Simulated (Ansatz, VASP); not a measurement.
## KF in VASP and in Ansatz

INCAR

```
SYSTEM = KF
PREC     = Accurate       ! precision mode
ENCUT    = 520            ! plane-wave cutoff, eV
EDIFF    = 1E-8           ! SCF threshold, eV
ISMEAR   = -1             ! smearing method
SIGMA    = 0.01           ! smearing width, eV
LREAL    = .FALSE.        ! projectors in reciprocal space
LASPH    = .TRUE.         ! aspherical terms in the spheres
NELM     = 60             ! most SCF steps
ALGO     = Normal         ! electronic algorithm
ISIF     = 2              ! what is computed and relaxed
LWAVE    = .FALSE.        ! write WAVECAR
LCHARG   = .FALSE.        ! write CHGCAR
GGA      = PS             ! functional
LEFG     = .TRUE.       
NBANDS   = 15             ! bands
```

KPOINTS

```
Automatic mesh
0
G
  9 9 9
  0 0 0
```

File POSCAR:

```
KF
1.0
    0.0000000000      2.6373671923      2.6373671923
    2.6373671923      0.0000000000      2.6373671923
    2.6373671923      2.6373671923      0.0000000000
K F
1 1
Direct
    0.0000000000      0.0000000000      0.0000000000
    0.5000000000      0.5000000000      0.5000000000
```

Input for Ansatz:

```yaml
crystal:
  lattice:
    - [0.0, 2.6373671923, 2.6373671923]
    - [2.6373671923, 0.0, 2.6373671923]
    - [2.6373671923, 2.6373671923, 0.0]
  atoms:
    - { symbol: K, position: [0.0, 0.0, 0.0] }
    - { symbol: F, position: [0.5, 0.5, 0.5] }
kpoints:
  mp_grid: { grid: [9, 9, 9] }
scf:
  occupations: { method: fermi_dirac, width: 0.01 }
hamiltonian:
  xc: pbesol
  pseudopotentials: { kind: all_electron, datasets: crystal }
output:
  forces: true
  stress: true
  eigenvalues: true
  efg: { contact_densities: true }
```

Change from the starting cell: volume scaled by 0.96, crystal datasets.

Alike in both runs: task electric field gradients; functional PBEsol; k mesh 9 × 9 × 9; occupations fermi-dirac, width 0.01 eV; no spin polarisation.

|  | VASP | Ansatz |
| --- | --- | --- |
| version | VASP 6.6.1 | Ansatz 0.2.0 |
| potentials or method | VASP PAW PBE potentials, release 64 (K_sv, F), cutoff 520 eV | all-electron PAW with datasets made for the crystal, scalar-relativistic |

|  | VASP | Ansatz | Ansatz less VASP |
| --- | --- | --- | --- |
| gap on the k mesh at the Fermi level (eV) | 6.23 | 6.24 | +0.012 |
| pressure (GPa) | 0.7 | 0.6 | -0.07 |

VASP's potentials were made for PBE, not for PBEsol. Ansatz ran all-electron here, and VASP with PAW potentials.
